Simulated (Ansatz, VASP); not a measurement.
# LaMn3 in VASP and in Ansatz

```
CELL_PARAMETERS angstrom
4.16474 0.00000 0.00000
0.00000 4.16474 0.00000
0.00000 0.00000 4.16474
ATOMIC_POSITIONS crystal
La 0.00000 0.00000 0.00000
Mn 0.00000 0.50000 0.50000
Mn 0.50000 0.50000 0.00000
Mn 0.50000 0.00000 0.50000
```

Alike in both runs: task single point; functional LDA; k mesh 8 × 8 × 8; occupations gaussian, width 0.05 eV; collinear spin.

|  | VASP | Ansatz |
| --- | --- | --- |
| version | VASP 6.6.1 | Ansatz 0.2.0 |
| potentials or method | VASP PAW LDA potentials, release 64 (La, Mn_pv), cutoff 520 eV | scalar-relativistic, plane waves, PAW |
| valence electrons in the cell | 50 | 56 |

```tsv
	VASP	Ansatz	Ansatz less VASP
gap on the k mesh at the Fermi level (eV)	none	none	-
pressure (GPa)	-9.5	-9.1	+0.32
net moment per atom (μB)	2.34	2.36	+0.016
size of the moment on the site where the two differ most (μB)	3.06	3.15	+0.098
```

LDA's correlation is that of Perdew and Zunger in VASP and of Perdew and Wang (1992) in Ansatz. Site moments also hang on the region over which each program counts them. A gap of «none» marks a metal or a gap that the smearing closes. VASP's potentials hold 50 valence electrons a cell and Ansatz's 56, so a difference there can come from the potentials and not from the codes.

Neither program's run includes spin-orbit coupling.
